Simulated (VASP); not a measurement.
# Cs2AgBiBr6 (Fm-3m) in VASP: settings compared

Cs2AgBiBr6 is run at these levels: LDA, PBEsol; tasks: single point.

Everything below comes from runs of VASP 6.6.1. Logs are shortened: lines on timing, memory, paths and dates and some standing lists are left out, and cuts for length are marked.

### 1 The cell of the first run

It takes space group Fm-3m (No. 225, cubic). The conventional cell has a = 10.996 Å, b = 10.996 Å, c = 10.996 Å, α = 90.00°, β = 90.00°, γ = 90.00°. Within 5.1 Å of Cs (site symmetry -43m) lie 12 Br at 3.89 Å and 4 Ag at 4.76 Å and 4 Bi at 4.76 Å. Within 3.5 Å of Ag (site symmetry m-3m) lie 6 Br at 2.69 Å. Within 3.7 Å of Bi (site symmetry m-3m) lie 6 Br at 2.81 Å. Br (site symmetry 4mm) has 1 Ag at 2.69 Å and 1 Bi at 2.81 Å within 3.5 Å.

### 2 Single point, LDA

The input, INCAR:

```
SYSTEM = Cs2AgBiBr6
ALGO = Normal ; EDIFF = 1E-6
ENCUT = 520 ; ISIF = 2
ISMEAR = -1 ; LASPH = .True.
LCHARG = .True. ; LELF = .True.
LREAL = .False. ; LVHAR = .True.
LWAVE = .False. ; NBANDS = 54
NELM = 80 ; PREC = Accurate
SIGMA = 0.02
```

The input, KPOINTS:

```
k-points
0
Gamma
  4 4 4
  0 0 0
```

The input, POSCAR:

```
Cs2AgBiBr6
1.0
    0.0000000000      5.4981726120      5.4981726120
    5.4981726120      0.0000000000      5.4981726120
    5.4981726120      5.4981726120      0.0000000000
Cs Ag Bi Br
2 1 1 6
Direct
    0.2500000000      0.2500000000      0.2500000000
    0.7500000000      0.7500000000      0.7500000000
    0.0000000000      0.0000000000      0.0000000000
    0.5000000000      0.5000000000      0.5000000000
    0.2445435036      0.7554564964      0.7554564964
    0.2445435036      0.7554564964      0.2445435036
    0.7554564964      0.2445435036      0.7554564964
    0.7554564964      0.2445435036      0.2445435036
    0.7554564964      0.7554564964      0.2445435036
    0.2445435036      0.2445435036      0.7554564964
```

Potentials or basis: VASP PAW LDA potentials, release 64 (Cs_sv, Ag, Bi_d, Br).

The run is started by

```bash
cat potpaw_LDA.64/Cs_sv/POTCAR potpaw_LDA.64/Ag/POTCAR potpaw_LDA.64/Bi_d/POTCAR potpaw_LDA.64/Br/POTCAR > POTCAR
mpirun -np 1 vasp_std > vasp.out
```

OUTCAR:

```text
SYSTEM = Cs2AgBiBr6
   EDIFF = 1E-6
   ENCUT = 520
   ISIF = 2
   ISMEAR = -1
   LASPH = .True.
   LREAL = .False.
   NELM = 80
   PREC = Accurate

 ion  position               nearest neighbor table
   1  0.250  0.250  0.250-
   2  0.750  0.750  0.750-
   3  0.000  0.000  0.000-   5 2.69   6 2.69   7 2.69   8 2.69   9 2.69  10 2.69
   4  0.500  0.500  0.500-   5 2.81   6 2.81   7 2.81   8 2.81   9 2.81  10 2.81
   5  0.245  0.755  0.755-   3 2.69   4 2.81
   6  0.245  0.755  0.245-   3 2.69   4 2.81
   7  0.755  0.245  0.755-   3 2.69   4 2.81
   8  0.755  0.245  0.245-   3 2.69   4 2.81
   9  0.755  0.755  0.245-   3 2.69   4 2.81
  10  0.245  0.245  0.755-   3 2.69   4 2.81

  LATTYP: Found a face centered cubic cell.
 ALAT       =    10.9963452240

  Lattice vectors:

 A1 = (   0.0000000000,   5.4981726120,   5.4981726120)
 A2 = (   5.4981726120,   0.0000000000,   5.4981726120)
 A3 = (   5.4981726120,   5.4981726120,   0.0000000000)

Analysis of symmetry for initial positions (statically):
=====================================================================
 Subroutine PRICEL returns:
 Original cell was already a primitive cell.

 Routine SETGRP: Setting up the symmetry group for a
 face centered cubic supercell.

 Subroutine GETGRP returns: Found 48 space group operations
 (whereof 48 operations were pure point group operations)
 out of a pool of 48 trial point group operations.

The static configuration has the point symmetry O_h .

Analysis of symmetry for dynamics (positions and initial velocities):
=====================================================================
 Subroutine PRICEL returns:
 Original cell was already a primitive cell.

 Routine SETGRP: Setting up the symmetry group for a
 face centered cubic supercell.

 Subroutine GETGRP returns: Found 48 space group operations
 (whereof 48 operations were pure point group operations)
 out of a pool of 48 trial point group operations.

The dynamic configuration has the point symmetry O_h .

 Subroutine INISYM returns: Found 48 space group operations
 (whereof 48 operations are pure point group operations),
 and found     1 'primitive' translations

----------------------------------------------------------------------------------------

                                     Primitive cell

  volume of cell :     332.4184

  direct lattice vectors                    reciprocal lattice vectors
     0.000000000  5.498172612  5.498172612    -0.090939306  0.090939306  0.090939306
     5.498172612  0.000000000  5.498172612     0.090939306 -0.090939306  0.090939306
     5.498172612  5.498172612  0.000000000     0.090939306  0.090939306 -0.090939306

  length of vectors
     7.775590276  7.775590276  7.775590276     0.157511498  0.157511498  0.157511498

  position of ions in fractional coordinates (direct lattice)
     0.250000000  0.250000000  0.250000000
     0.750000000  0.750000000  0.750000000
     0.000000000  0.000000000  0.000000000
     0.500000000  0.500000000  0.500000000
     0.244543504  0.755456496  0.755456496
     0.244543504  0.755456496  0.244543504
     0.755456496  0.244543504  0.755456496
     0.755456496  0.244543504  0.244543504
     0.755456496  0.755456496  0.244543504
     0.244543504  0.244543504  0.755456496

  ion indices of the primitive-cell ions
   primitive index   ion index
                 1           1
                 2           2
                 3           3
                 4           4
                 5           5
                 6           6
                 7           7
                 8           8
                 9           9
                10          10

----------------------------------------------------------------------------------------

 KPOINTS: k-points

Automatic generation of k-mesh.
 Grid dimensions read from file:
 generate k-points for:    4    4    4

 Generating k-lattice:

  Cartesian coordinates                     Fractional coordinates (reciprocal lattice)
    -0.022734826  0.022734826  0.022734826     0.250000000  0.000000000  0.000000000
     0.022734826 -0.022734826  0.022734826     0.000000000  0.250000000  0.000000000
     0.022734826  0.022734826 -0.022734826     0.000000000  0.000000000  0.250000000

  Length of vectors
     0.039377874  0.039377874  0.039377874

  Shift w.r.t. Gamma in fractional coordinates (k-lattice)
     0.000000000  0.000000000  0.000000000

 Subroutine IBZKPT returns following result:
 ===========================================

 Found      8 irreducible k-points:

 Following reciprocal coordinates:
            Coordinates               Weight
  0.000000  0.000000  0.000000      1.000000
  0.250000  0.000000  0.000000      8.000000
  0.500000  0.000000  0.000000      4.000000
  0.250000  0.250000  0.000000      6.000000
  0.500000  0.250000  0.000000     24.000000
 -0.250000  0.250000  0.000000     12.000000
  0.500000  0.500000  0.000000      3.000000
 -0.250000  0.500000  0.250000      6.000000
   k-points           NKPTS =      8   k-points in BZ     NKDIM =      8   number of bands    NBANDS=     54
   number of dos      NEDOS =    301   number of ions     NIONS =     10
   total plane-waves  NPLWV = 216000
   dimension x,y,z NGX =    60 NGY =   60 NGZ =   60
   dimension x,y,z NGXF=   120 NGYF=  120 NGZF=  120
   ions per type =               2   1   1   6
   NGX,Y,Z   is equivalent  to a cutoff of  12.83, 12.83, 12.83 a.u.
   NGXF,Y,Z  is equivalent  to a cutoff of  25.66, 25.66, 25.66 a.u.
 SYSTEM =  Cs2AgBiBr6
   PREC   = accura    normal or accurate (medium, high low for compatibility)
   ISTART =      0    job   : 0-new  1-cont  2-samecut
   ICHARG =      2    charge: 1-file 2-atom 10-const
   ISPIN  =      1    spin polarized calculation?
   LNONCOLLINEAR =      F non collinear calculations
   LSORBIT =      F    spin-orbit coupling
   LASPH  =      T    aspherical Exc in radial PAW
   ENCUT  =  520.0 eV  38.22 Ry    6.18 a.u.  14.46 14.46 14.46*2*pi/ulx,y,z
   NELM   =     80;   NELMIN=  2; NELMDL= -5     # of ELM steps
   EDIFF  = 0.1E-05   stopping-criterion for ELM
   LREAL  =      F    real-space projection
   EDIFFG = 0.1E-04   stopping-criterion for IOM
   NSW    =      0    number of steps for IOM
   IBRION =     -1    ionic relax: 0-MD 1-quasi-New 2-CG
   NFREE  =      0    steps in history (QN), initial steepest desc. (CG)
   ISIF   =      2    stress and relaxation
   ISYM   =      2    0-nonsym 1-usesym 2-fastsym
   POTIM  = 0.5000    time-step for ionic-motion
   TEBEG  =    0.0;   TEEND  =   0.0 temperature during run
   PSTRESS=    0.0 pullay stress
   NELECT =      86.0000    total number of electrons
   NUPDOWN=      -1.0000    fix difference up-down
   EMIN   =  10.00;   EMAX   =-10.00  energy-range for DOS
   EFERMI =   0.00;   METHOD = LEGACY
   ISMEAR =    -1;   SIGMA  =   0.02  broadening in eV -4-tet -1-fermi 0-gaus
   EFERMI_NEDOS =   21; number of points for ismear=-14 and -15
   IALGO  =     38    algorithm
   IMIX   =      4    mixing-type and parameters
     AMIX     =   0.40;   BMIX     =  1.00
     AMIX_MAG =   1.60;   BMIX_MAG =  1.00
  volume/ion in A,a.u.               =      33.24       224.33
  Fermi-wavevector in a.u.,A,eV,Ry     =   1.043148  1.971264 14.805286  1.088158
  Thomas-Fermi vector in A             =   2.177845
   LORBIT       =      0    0 simple, 1 ext, 2 COOP (PROOUT), +10 PAW based schemes
   GGA     = CA    functional components
   LHFCALC =     F    Hartree Fock is set to
   AEXX    =    0.0000 exact exchange contribution
   IVDW    =     0    specifies the selected vdW correction
   LEPSILON=     F    determine dielectric tensor
   LRPA    =     F    only Hartree local field effects (RPA)
 non-spin polarized calculation
  energy-cutoff  :      520.00
  volume of cell :      332.42
 maximum number of plane-waves:      8984
 NGX is ok and might be reduce to    60
   NGX = 29   NGY = 29   NGZ = 29

 number of electron      86.0000003 magnetization

 Free energy of the ion-electron system (eV)
  ---------------------------------------------------
  ext. energy  EPLUGINS =         0.00000000
  ---------------------------------------------------
  free energy    TOTEN  =       -34.33129846 eV

  energy without entropy =      -34.33129846  energy(sigma->0) =      -34.33129846

 E-fermi :   2.4362     XC(G=0):  -8.8456

 val. band max:        1.9912732976   @ k =   0.5000   0.5000   0.0000
 cond. band min:       2.9391255504   @ k =   0.5000   0.0000   0.0000
 fundamental gap:      0.9478522529
 Fermi energy:         2.4362259538

 k-point     1 :       0.0000    0.0000    0.0000
  band No.  band energies     occupation
      1     -21.2513      2.00000
      2     -21.2513      2.00000
      3     -21.1983      2.00000
      4     -21.1983      2.00000
      5     -21.1983      2.00000
      6     -18.8779      2.00000
[... 46 lines left out ...]
     53       6.9096      0.00000
     54       7.3042      0.00000

 k-point     2 :       0.2500    0.0000    0.0000
  band No.  band energies     occupation
      1     -21.2513      2.00000
      2     -21.2513      2.00000
      3     -21.1983      2.00000
      4     -21.1983      2.00000
      5     -21.1983      2.00000
      6     -18.8761      2.00000
[... 46 lines left out ...]
     53       7.2660      0.00000
     54       7.3952      0.00000

 k-point     3 :       0.5000    0.0000    0.0000
  band No.  band energies     occupation
      1     -21.2513      2.00000
      2     -21.2513      2.00000
      3     -21.1983      2.00000
      4     -21.1983      2.00000
      5     -21.1983      2.00000
      6     -18.8721      2.00000
[... 46 lines left out ...]
     53       7.9194      0.00000
     54       8.1086      0.00000

 k-point     4 :       0.2500    0.2500    0.0000
  band No.  band energies     occupation
      1     -21.2514      2.00000
      2     -21.2513      2.00000
      3     -21.1984      2.00000
      4     -21.1983      2.00000
      5     -21.1983      2.00000
      6     -18.8757      2.00000
[... 46 lines left out ...]
     53       7.4630      0.00000
     54       7.4630      0.00000

 k-point     5 :       0.5000    0.2500    0.0000
  band No.  band energies     occupation
      1     -21.2514      2.00000
      2     -21.2513      2.00000
      3     -21.1983      2.00000
      4     -21.1983      2.00000
      5     -21.1983      2.00000
      6     -18.8732      2.00000
[... 46 lines left out ...]
     53       7.7170      0.00000
     54       7.7594      0.00000

 k-point     6 :      -0.2500    0.2500    0.0000
  band No.  band energies     occupation
      1     -21.2513      2.00000
      2     -21.2513      2.00000
      3     -21.1983      2.00000
      4     -21.1983      2.00000
      5     -21.1983      2.00000
      6     -18.8738      2.00000
[... 46 lines left out ...]
     53       7.7017      0.00000
     54       7.8761      0.00000

 k-point     7 :       0.5000    0.5000    0.0000
  band No.  band energies     occupation
      1     -21.2514      2.00000
      2     -21.2513      2.00000
      3     -21.1984      2.00000
      4     -21.1983      2.00000
      5     -21.1983      2.00000
      6     -18.8736      2.00000
[... 46 lines left out ...]
     53       7.8862      0.00000
     54       8.3292      0.00000

 k-point     8 :      -0.2500    0.5000    0.2500
  band No.  band energies     occupation
      1     -21.2514      2.00000
      2     -21.2513      2.00000
      3     -21.1983      2.00000
      4     -21.1983      2.00000
      5     -21.1983      2.00000
      6     -18.8719      2.00000
[... 46 lines left out ...]
     53       7.6219      0.00000
     54       7.9981      0.00000

------------------------ aborting loop because EDIFF is reached ----------------------------------------

  FORCE on cell =-STRESS in cart. coord.  units (eV):
  Direction    XX          YY          ZZ          XY          YZ          ZX
  --------------------------------------------------------------------------------------
  -------------------------------------------------------------------------------------
  Total        0.1572091      0.1572091      0.1572091      0.0000000      0.0000000      0.0000000
  in kB        0.7577102      0.7577102      0.7577102      0.0000000      0.0000000      0.0000000
  external PRESSURE =       0.7577102 kB  Pullay stress =       0.0000000 kB

 VOLUME and BASIS-vectors are now :
 -----------------------------------------------------------------------------
  energy-cutoff  :      520.00
  volume of cell :      332.42
      direct lattice vectors                 reciprocal lattice vectors
     0.000000000  5.498172612  5.498172612    -0.090939306  0.090939306  0.090939306
     5.498172612  0.000000000  5.498172612     0.090939306 -0.090939306  0.090939306
     5.498172612  5.498172612  0.000000000     0.090939306  0.090939306 -0.090939306

 POSITION                                       TOTAL-FORCE (eV/Angst)
 -----------------------------------------------------------------------------------
      2.74909      2.74909      2.74909        -0.000000     -0.000000     -0.000000
      8.24726      8.24726      8.24726         0.000000     -0.000000      0.000000
      0.00000      0.00000      0.00000        -0.000000     -0.000000     -0.000000
      5.49817      5.49817      5.49817         0.000000     -0.000000      0.000000
      8.30726      5.49817      5.49817         0.007107     -0.000000      0.000000
      5.49817      2.68908      5.49817         0.000000     -0.007107      0.000000
      5.49817      8.30726      5.49817         0.000000      0.007107      0.000000
      2.68908      5.49817      5.49817        -0.007107     -0.000000      0.000000
      5.49817      5.49817      8.30726         0.000000     -0.000000      0.007107
      5.49817      5.49817      2.68908         0.000000     -0.000000     -0.007107
 -----------------------------------------------------------------------------------
    total drift:                                0.000000     -0.000000      0.000000

  FREE ENERGIE OF THE ION-ELECTRON SYSTEM (eV)
  ---------------------------------------------------
  free  energy   TOTEN  =       -34.3312984563 eV

  energy  without entropy=      -34.3312984562  energy(sigma->0) =      -34.33129846
```

It took 2.2 min on 1 thread of Intel Xeon Platinum 8488C (Sapphire Rapids), shared host; peak memory 0.46 GiB.

Results:

```yaml
Free_energy: -34.3313 eV
Pressure: 0.1 GPa
Largest_force: 0.007 eV/Å
Band_gap_on_the_k_mesh: 0.95 eV (least direct gap 2.29 eV)
```

Forces on the atoms (eV/Å):
```
Cs   0.000  0.000  0.000
Cs   0.000  0.000  0.000
Ag   0.000  0.000  0.000
Bi   0.000  0.000  0.000
Br   0.007  0.000  0.000
Br   0.000 -0.007  0.000
Br   0.000  0.007  0.000
Br  -0.007  0.000  0.000
Br   0.000  0.000  0.007
Br   0.000  0.000 -0.007
```

Caveat: spin-orbit coupling is left out, which moves the levels of the heavy elements.

### 3 Single point, PBEsol

This run uses another cell than the first one, of 35.00 Å³/atom.

The input, INCAR:

```
SYSTEM = Cs2AgBiBr6
ALGO = Normal
EDIFF = 1E-6
ENCUT = 520
GGA = PS
ISIF = 2
ISMEAR = -1
LASPH = .TRUE.
LCHARG = .FALSE.
LREAL = .FALSE.
LWAVE = .FALSE.
NBANDS = 54
NELM = 80
PREC = Accurate
SIGMA = 0.02
```

The input, KPOINTS:

```
k-points
0
G
  4 4 4
  0 0 0
```

The input, POSCAR:

```
Cs2AgBiBr6
1.0
    0.0000000000      5.5935781806      5.5935781806
    5.5935781806      0.0000000000      5.5935781806
    5.5935781806      5.5935781806      0.0000000000
Cs Ag Bi Br
2 1 1 6
Direct
    0.2500000000      0.2500000000      0.2500000000
    0.7500000000      0.7500000000      0.7500000000
    0.0000000000      0.0000000000      0.0000000000
    0.5000000000      0.5000000000      0.5000000000
    0.2460724885      0.7539275115      0.7539275115
    0.2460724885      0.7539275115      0.2460724885
    0.7539275115      0.2460724885      0.7539275115
    0.7539275115      0.2460724885      0.2460724885
    0.7539275115      0.7539275115      0.2460724885
    0.2460724885      0.2460724885      0.7539275115
```

Potentials or basis: VASP PAW PBE potentials, release 64 (Cs_sv, Ag, Bi_d, Br).

The run is started by

```bash
cat potpaw_PBE.64/Cs_sv/POTCAR potpaw_PBE.64/Ag/POTCAR potpaw_PBE.64/Bi_d/POTCAR potpaw_PBE.64/Br/POTCAR > POTCAR
mpirun -np 1 vasp_std > vasp.out
```

Wall time 2.5 min (1 thread of Intel Xeon Platinum 8488C (Sapphire Rapids), shared host); peak memory 0.59 GiB.

It converged, with:

| Item | Value |
| --- | --- |
| Free energy | -31.8280 eV |
| Pressure | 0.0 GPa |
| Largest force | 0.005 eV/Å |
| Band gap on the k mesh | 1.10 eV (least direct gap 2.33 eV) |

Forces on the atoms (eV/Å):
```
Cs   0.000  0.000  0.000
Cs   0.000  0.000  0.000
Ag   0.000  0.000  0.000
Bi   0.000  0.000  0.000
Br   0.005  0.000  0.000
Br   0.000 -0.005  0.000
Br   0.000  0.005  0.000
Br  -0.005  0.000  0.000
Br   0.000  0.000  0.005
Br   0.000  0.000 -0.005
```

Levels at points of the mesh, in eV from the valence-band top:
```
           k point  band 40  band 41  band 42  band 43  band 44  band 45  band 46  band 47
(0.00, 0.00, 0.00)    -1.25    -1.25    -0.63    -0.63     2.06     2.06     2.06     3.45
(0.50, 0.00, 0.00)    -1.58    -1.54    -1.26    -1.26     1.10     3.53     3.53     4.80
(0.50, 0.50, 0.00)    -1.63    -1.27    -0.64     0.00     2.58     2.58     2.96     4.47
```

Caveat: the PAW data sets were made with another functional, which shifts forces and pressure a little; spin-orbit coupling is left out, which moves the levels of the heavy elements.
